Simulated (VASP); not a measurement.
## Si: single point with PBE

Crystal: Si.

```
Si
1.0
     0.00000    2.71356    2.71356
     2.71356    0.00000    2.71356
     2.71356    2.71356    0.00000
Si
2
Cartesian
  4.0703 4.0703 4.0703
  2.7136 2.7136 2.7136
```

* Program: VASP 6.6.1
* Task: single point
* Functional: PBE
* Potentials or basis: VASP PAW PBE potentials, release 64 (Si)
* Cutoff: 500 eV
* k mesh: 8 × 8 × 8
* Occupations: gaussian, width 0.02 eV
* Spin: no spin polarisation
* Dipole correction: no
* Further INCAR settings: ALGO = Normal; EDIFF = 1e-06; NBANDS = 11

```
Pressure               : 2.1 GPa
Band gap on the k mesh : 0.61 eV, indirect (least direct gap 2.57 eV)
```

Levels at points of the mesh, in eV from the valence-band top:
```
           k point  band 2  band 3  band 4  band 5  band 6  band 7
(0.00, 0.00, 0.00)    0.00    0.00    0.00    2.57    2.57    2.57
(0.50, 0.00, 0.00)   -6.98   -1.20   -1.20    1.55    3.34    3.34
(0.50, 0.50, 0.00)   -7.82   -2.85   -2.85    0.71    0.71   10.13
```

Wall time 5 s on 1 thread of AMD EPYC 9R45 96-Core Processor (Zen 5), with other jobs on the host, peak memory 0.12 GiB.

A k mesh can miss the band edges.
